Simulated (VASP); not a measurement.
Cs, 1 atom in the cell. The structure is cubic, space group Im-3m (No. 229). Conventional cell: a = 6.067 Å, b = 6.067 Å, c = 6.067 Å, α = 90.00°, β = 90.00°, γ = 90.00°. 

```yaml
Program: VASP 6.6.1
Task: single point
Functional: revPBE
Potentials_or_basis: VASP PAW PBE potentials, release 64 (Cs_sv)
Cutoff: 500 eV
k_mesh: 6 × 6 × 6
Occupations: fermi-dirac, width 0.05 eV
Spin: no spin polarisation
Dipole_correction: no
Further_INCAR_settings: ALGO = Normal; EDIFF = 1e-06; NBANDS = 10
```

Potentials or basis: VASP PAW PBE potentials, release 64 (Cs_sv).

Command:

```bash
$ cat potpaw_PBE.64/Cs_sv/POTCAR > POTCAR
$ mpirun -np 1 vasp_std > vasp.out
```

Hardware: 1 thread of Intel Xeon 8259CL, on a shared host.

Q: How long does it take, and how much memory?

A: Wall time 26 s on 1 thread of Intel Xeon 8259CL (shared host), peak memory 0.23 GiB. Counts: scf iterations 10, k points 16.
